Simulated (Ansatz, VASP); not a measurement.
This is a calculation of Br for VASP 6.6.1.

File INCAR:

```
AGGAC    = 1.0          
AGGAX    = 1.0          
ALDAC    = 0.0          
ALDAX    = 1.0          
ALGO     = Normal         # electronic algorithm
EDIFF    = 1E-7           # SCF threshold, eV
ENCUT    = 520            # plane-wave cutoff, eV
GGA      = B5             # functional
ISIF     = 2              # what is computed and relaxed
ISMEAR   = -5             # smearing method
LASPH    = True           # aspherical terms in the spheres
LCHARG   = False          # write CHGCAR
LREAL    = False          # projectors in reciprocal space
LWAVE    = False          # write WAVECAR
NBANDS   = 10             # bands
NELM     = 60             # most SCF steps
PREC     = Accurate       # precision mode
SIGMA    = 0.05           # smearing width, eV
```

Contents of KPOINTS:

```
k-points
0
Gamma
  13 13 13
```

Contents of POSCAR:

```
Br
1.0
   -1.4188697441      1.3795305456      3.4200681648
    1.3951490665     -1.4538654579      3.4402074756
    1.4142872403      1.4492819745     -3.4496457878
Br
1
Direct
    0.0000000000      0.0000000000      0.0000000000
```

Potentials or basis: VASP PAW PBE potentials, release 64 (Br).

The run is started by

```bash
$ cat potpaw_PBE.64/Br/POTCAR > POTCAR
$ mpirun -np 1 vasp_std > vasp.out
```

Problem. Set up the same calculation for Ansatz 0.2.0. Potentials there: all-electron LAPW, scalar-relativistic.

Solution. As run (the cutoff follows the program's own potentials):

input.yaml

```yaml
crystal:
  lattice:
    - [-1.4188697441, 1.3795305456, 3.4200681648]
    - [1.3951490665, -1.4538654579, 3.4402074756]
    - [1.4142872403, 1.4492819745, -3.4496457878]
  atoms:
    - { symbol: Br, position: [0.0, 0.0, 0.0] }
kpoints:
  mp_grid: { grid: [13, 13, 13] }
scf:
  occupations: { method: tetrahedron }
hamiltonian:
  xc: blyp
  pseudopotentials: { kind: all_electron, lapw: { basis_error: 0.001 } }
output:
  forces: true
  stress: true
  eigenvalues: true
```

Potentials or basis: all-electron LAPW, scalar-relativistic.

The run is started by

```bash
$ ansatz run input.yaml --threads 1 --pin off --max-ram 3072MiB --backend cpu --events-out ev --progress --plain --runs-dir out
```

Both were run:

|  | VASP | Ansatz | Ansatz less VASP |
| --- | --- | --- | --- |
| gap on the k mesh at the Fermi level (eV) | none | none | - |
| pressure (GPa) | 6.4 | 6.3 | -0.08 |
| traceless stress, the component that is largest in VASP (GPa) | -1.87 | -1.79 | +0.082 |

VASP's potentials were made for PBE, not for BLYP. A gap of «none» marks a metal or a gap that the smearing closes. Ansatz ran all-electron here, and VASP with PAW potentials.
